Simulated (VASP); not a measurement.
# ZnS (F-43m) in VASP: single point with PBE

Aim: the single point of ZnS with PBE.

Everything below comes from runs of VASP 6.6.1. Logs are shortened: lines on timing, memory, paths and dates and some standing lists are left out, and cuts for length are marked.

## Step 1: The cell of the first run

The structure is cubic, space group F-43m (No. 216). The conventional cell has a = 5.413 Å, b = 5.413 Å, c = 5.413 Å, α = 90.00°, β = 90.00°, γ = 90.00°. Within 3.1 Å of S (site symmetry -43m) lie 4 Zn at 2.34 Å. Within 3.1 Å of Zn (site symmetry -43m) lie 4 S at 2.34 Å.

## Step 2: Single point, PBE

Contents of INCAR:

```
SYSTEM = ZnS
PREC = Accurate
ENCUT = 500
EDIFF = 1E-6
ISMEAR = -1
SIGMA = 0.1
LREAL = .False.
LASPH = .True.
NELM = 120
ALGO = Normal
ISIF = 2
LWAVE = .False.
LCHARG = .False.
GGA = PE
NBANDS = 16
GGA_COMPAT = .False.
```

Contents of KPOINTS:

```
regular mesh
0
Gamma
  8 8 8
  0 0 0
```

Contents of POSCAR:

```
ZnS
1.0
    0.0000000000      2.7065460000      2.7065460000
    2.7065460000      0.0000000000      2.7065460000
    2.7065460000      2.7065460000      0.0000000000
S Zn
1 1
Direct
    0.0000000000      0.0000000000      0.0000000000
    0.2500000000      0.2500000000      0.2500000000
```

Potentials or basis: VASP PAW PBE potentials, release 64 (S, Zn).

Command:

```
> cat potpaw_PBE.64/S/POTCAR potpaw_PBE.64/Zn/POTCAR > POTCAR
> mpirun -np 1 vasp_std > vasp.out
```

OUTCAR:

```text
SYSTEM = ZnS
   PREC = Accurate
   ENCUT = 500
   EDIFF = 1E-6
   ISMEAR = -1
   LREAL = .False.
   LASPH = .True.
   NELM = 120
   ISIF = 2
   GGA = PE

 ion  position               nearest neighbor table
   1  0.000  0.000  0.000-   2 2.34   2 2.34   2 2.34   2 2.34
   2  0.250  0.250  0.250-   1 2.34   1 2.34   1 2.34   1 2.34

  LATTYP: Found a face centered cubic cell.
 ALAT       =     5.4130920000

  Lattice vectors:

 A1 = (   0.0000000000,   2.7065460000,   2.7065460000)
 A2 = (   2.7065460000,   0.0000000000,   2.7065460000)
 A3 = (   2.7065460000,   2.7065460000,   0.0000000000)

Analysis of symmetry for initial positions (statically):
=====================================================================
 Subroutine PRICEL returns:
 Original cell was already a primitive cell.

 Routine SETGRP: Setting up the symmetry group for a
 face centered cubic supercell.

 Subroutine GETGRP returns: Found 24 space group operations
 (whereof 24 operations were pure point group operations)
 out of a pool of 48 trial point group operations.

The static configuration has the point symmetry T_d .

Analysis of symmetry for dynamics (positions and initial velocities):
=====================================================================
 Subroutine PRICEL returns:
 Original cell was already a primitive cell.

 Routine SETGRP: Setting up the symmetry group for a
 face centered cubic supercell.

 Subroutine GETGRP returns: Found 24 space group operations
 (whereof 24 operations were pure point group operations)
 out of a pool of 48 trial point group operations.

The dynamic configuration has the point symmetry T_d .

 Subroutine INISYM returns: Found 24 space group operations
 (whereof 24 operations are pure point group operations),
 and found     1 'primitive' translations

----------------------------------------------------------------------------------------

                                     Primitive cell

  volume of cell :      39.6530

  direct lattice vectors                    reciprocal lattice vectors
     0.000000000  2.706546000  2.706546000    -0.184737300  0.184737300  0.184737300
     2.706546000  0.000000000  2.706546000     0.184737300 -0.184737300  0.184737300
     2.706546000  2.706546000  0.000000000     0.184737300  0.184737300 -0.184737300

  length of vectors
     3.827634060  3.827634060  3.827634060     0.319974389  0.319974389  0.319974389

  position of ions in fractional coordinates (direct lattice)
     0.000000000  0.000000000  0.000000000
     0.250000000  0.250000000  0.250000000

  ion indices of the primitive-cell ions
   primitive index   ion index
                 1           1
                 2           2

----------------------------------------------------------------------------------------

 KPOINTS: regular mesh

Automatic generation of k-mesh.
 Grid dimensions read from file:
 generate k-points for:    8    8    8

 Generating k-lattice:

  Cartesian coordinates                     Fractional coordinates (reciprocal lattice)
    -0.023092162  0.023092162  0.023092162     0.125000000  0.000000000  0.000000000
     0.023092162 -0.023092162  0.023092162     0.000000000  0.125000000  0.000000000
     0.023092162  0.023092162 -0.023092162     0.000000000  0.000000000  0.125000000

  Length of vectors
     0.039996799  0.039996799  0.039996799

  Shift w.r.t. Gamma in fractional coordinates (k-lattice)
     0.000000000  0.000000000  0.000000000

 Subroutine IBZKPT returns following result:
 ===========================================

 Found     29 irreducible k-points:

 Following reciprocal coordinates:
            Coordinates               Weight
  0.000000  0.000000  0.000000      1.000000
  0.125000  0.000000  0.000000      8.000000
  0.250000  0.000000  0.000000      8.000000
  0.375000  0.000000  0.000000      8.000000
  0.500000  0.000000  0.000000      4.000000
  0.125000  0.125000  0.000000      6.000000
[... 16 lines left out ...]
  0.500000  0.250000  0.125000     48.000000
 -0.375000  0.250000  0.125000     24.000000
 [... further k-points ...]
   k-points           NKPTS =     29   k-points in BZ     NKDIM =     29   number of bands    NBANDS=     16
   number of dos      NEDOS =    301   number of ions     NIONS =      2
   total plane-waves  NPLWV =  21952
   dimension x,y,z NGX =    28 NGY =   28 NGZ =   28
   dimension x,y,z NGXF=    56 NGYF=   56 NGZF=   56
   ions per type =               1   1
   NGX,Y,Z   is equivalent  to a cutoff of  12.16, 12.16, 12.16 a.u.
   NGXF,Y,Z  is equivalent  to a cutoff of  24.32, 24.32, 24.32 a.u.
 SYSTEM =  ZnS
   PREC   = accura    normal or accurate (medium, high low for compatibility)
   ISTART =      0    job   : 0-new  1-cont  2-samecut
   ICHARG =      2    charge: 1-file 2-atom 10-const
   ISPIN  =      1    spin polarized calculation?
   LNONCOLLINEAR =      F non collinear calculations
   LSORBIT =      F    spin-orbit coupling
   LASPH  =      T    aspherical Exc in radial PAW
   ENCUT  =  500.0 eV  36.75 Ry    6.06 a.u.   6.98  6.98  6.98*2*pi/ulx,y,z
   NELM   =    120;   NELMIN=  2; NELMDL= -5     # of ELM steps
   EDIFF  = 0.1E-05   stopping-criterion for ELM
   LREAL  =      F    real-space projection
   EDIFFG = 0.1E-04   stopping-criterion for IOM
   NSW    =      0    number of steps for IOM
   IBRION =     -1    ionic relax: 0-MD 1-quasi-New 2-CG
   NFREE  =      0    steps in history (QN), initial steepest desc. (CG)
   ISIF   =      2    stress and relaxation
   ISYM   =      2    0-nonsym 1-usesym 2-fastsym
   POTIM  = 0.5000    time-step for ionic-motion
   TEBEG  =    0.0;   TEEND  =   0.0 temperature during run
   PSTRESS=    0.0 pullay stress
   NELECT =      18.0000    total number of electrons
   NUPDOWN=      -1.0000    fix difference up-down
   EMIN   =  10.00;   EMAX   =-10.00  energy-range for DOS
   EFERMI =   0.00;   METHOD = LEGACY
   ISMEAR =    -1;   SIGMA  =   0.10  broadening in eV -4-tet -1-fermi 0-gaus
   EFERMI_NEDOS =   21; number of points for ismear=-14 and -15
   IALGO  =     38    algorithm
   IMIX   =      4    mixing-type and parameters
     AMIX     =   0.40;   BMIX     =  1.00
     AMIX_MAG =   1.60;   BMIX_MAG =  1.00
  volume/ion in A,a.u.               =      19.83       133.80
  Fermi-wavevector in a.u.,A,eV,Ry     =   1.258173  2.377602 21.538002  1.582999
  Thomas-Fermi vector in A             =   2.391795
   LORBIT       =      0    0 simple, 1 ext, 2 COOP (PROOUT), +10 PAW based schemes
   GGA     = PE    functional components
   LHFCALC =     F    Hartree Fock is set to
   AEXX    =    0.0000 exact exchange contribution
   IVDW    =     0    specifies the selected vdW correction
   LEPSILON=     F    determine dielectric tensor
   LRPA    =     F    only Hartree local field effects (RPA)
 non-spin polarized calculation
  energy-cutoff  :      500.00
  volume of cell :       39.65
 maximum number of plane-waves:      1036
   NGX = 13   NGY = 13   NGZ = 13

 number of electron      17.9999997 magnetization

 Free energy of the ion-electron system (eV)
  ---------------------------------------------------
  ext. energy  EPLUGINS =         0.00000000
  ---------------------------------------------------
  free energy    TOTEN  =        -6.84882771 eV

  energy without entropy =       -6.84882690  energy(sigma->0) =       -6.84882731

 E-fermi :   3.2151     XC(G=0):  -9.6065

 val. band max:        2.0601754550   @ k =   0.0000   0.0000   0.0000
 cond. band min:       4.1519727167   @ k =   0.0000   0.0000   0.0000
 fundamental gap:      2.0917972618
 Fermi energy:         3.2151430976

 k-point     1 :       0.0000    0.0000    0.0000
  band No.  band energies     occupation
      1     -11.0451      2.00000
      2      -4.2592      2.00000
      3      -4.2592      2.00000
      4      -4.2592      2.00000
      5      -3.7670      2.00000
      6      -3.7670      2.00000
[... 8 lines left out ...]
     15      13.8171      0.00000
     16      13.9023      0.00000

 k-point     2 :       0.1250    0.0000    0.0000
  band No.  band energies     occupation
      1     -10.9295      2.00000
      2      -4.2576      2.00000
      3      -4.2384      2.00000
      4      -4.2384      2.00000
      5      -3.7687      2.00000
      6      -3.7687      2.00000
[... 8 lines left out ...]
     15      13.2273      0.00000
     16      14.6928      0.00000

 k-point     3 :       0.2500    0.0000    0.0000
  band No.  band energies     occupation
      1     -10.6274      2.00000
      2      -4.2093      2.00000
      3      -4.1929      2.00000
      4      -4.1929      2.00000
      5      -3.7655      2.00000
      6      -3.7655      2.00000
[... 8 lines left out ...]
     15      13.0284      0.00000
     16      14.2543      0.00000

 k-point     4 :       0.3750    0.0000    0.0000
  band No.  band energies     occupation
      1     -10.2847      2.00000
      2      -4.1568      2.00000
      3      -4.1568      2.00000
      4      -3.9917      2.00000
      5      -3.7488      2.00000
      6      -3.7488      2.00000
[... 8 lines left out ...]
     15      14.1301      0.00000
     16      14.1301      0.00000
[... 324 lines left out ...]
 k-point    22 :       0.3750    0.2500    0.1250
  band No.  band energies     occupation
      1     -10.3907      2.00000
      2      -4.2341      2.00000
      3      -4.1281      2.00000
      4      -4.1010      2.00000
      5      -3.7889      2.00000
      6      -3.7294      2.00000
[... 8 lines left out ...]
     15      14.8307      0.00000
     16      17.1179      0.00000

 k-point    23 :       0.5000    0.2500    0.1250
  band No.  band energies     occupation
      1     -10.1044      2.00000
      2      -4.1481      2.00000
      3      -4.0975      2.00000
      4      -3.9546      2.00000
      5      -3.7493      2.00000
      6      -3.6942      2.00000
[... 8 lines left out ...]
     15      15.7998      0.00000
     16      16.3611      0.00000

 k-point    24 :      -0.3750    0.2500    0.1250
  band No.  band energies     occupation
      1      -9.9763      2.00000
      2      -4.1326      2.00000
      3      -4.0764      2.00000
      4      -3.8194      2.00000
      5      -3.7545      2.00000
      6      -3.4999      2.00000
[... 8 lines left out ...]
     15      15.5052      0.00000
     16      16.2973      0.00000

 [... further k-points ...]

------------------------ aborting loop because EDIFF is reached ----------------------------------------

  FORCE on cell =-STRESS in cart. coord.  units (eV):
  Direction    XX          YY          ZZ          XY          YZ          ZX
  --------------------------------------------------------------------------------------
  -------------------------------------------------------------------------------------
  Total        0.3384613      0.3384613      0.3384613     -0.0000000     -0.0000000     -0.0000000
  in kB       13.6755033     13.6755033     13.6755033     -0.0000000     -0.0000000     -0.0000000
  external PRESSURE =      13.6755033 kB  Pullay stress =       0.0000000 kB

 VOLUME and BASIS-vectors are now :
 -----------------------------------------------------------------------------
  energy-cutoff  :      500.00
  volume of cell :       39.65
      direct lattice vectors                 reciprocal lattice vectors
     0.000000000  2.706546000  2.706546000    -0.184737300  0.184737300  0.184737300
     2.706546000  0.000000000  2.706546000     0.184737300 -0.184737300  0.184737300
     2.706546000  2.706546000  0.000000000     0.184737300  0.184737300 -0.184737300

 POSITION                                       TOTAL-FORCE (eV/Angst)
 -----------------------------------------------------------------------------------
      0.00000      0.00000      0.00000         0.000000     -0.000000     -0.000000
      1.35327      1.35327      1.35327        -0.000000      0.000000      0.000000
 -----------------------------------------------------------------------------------
    total drift:                               -0.000000     -0.000000     -0.000000

  FREE ENERGIE OF THE ION-ELECTRON SYSTEM (eV)
  ---------------------------------------------------
  free  energy   TOTEN  =        -6.8488277112 eV

  energy  without entropy=       -6.8488269017  energy(sigma->0) =       -6.84882731
```

Wall time 10 s (1 thread of AMD EPYC 9R45 (Zen 5), shared host); peak memory 0.13 GiB.

What came out:

```
Free energy            : -6.8488 eV
Pressure               : 1.4 GPa
Band gap on the k mesh : 2.09 eV, direct
```
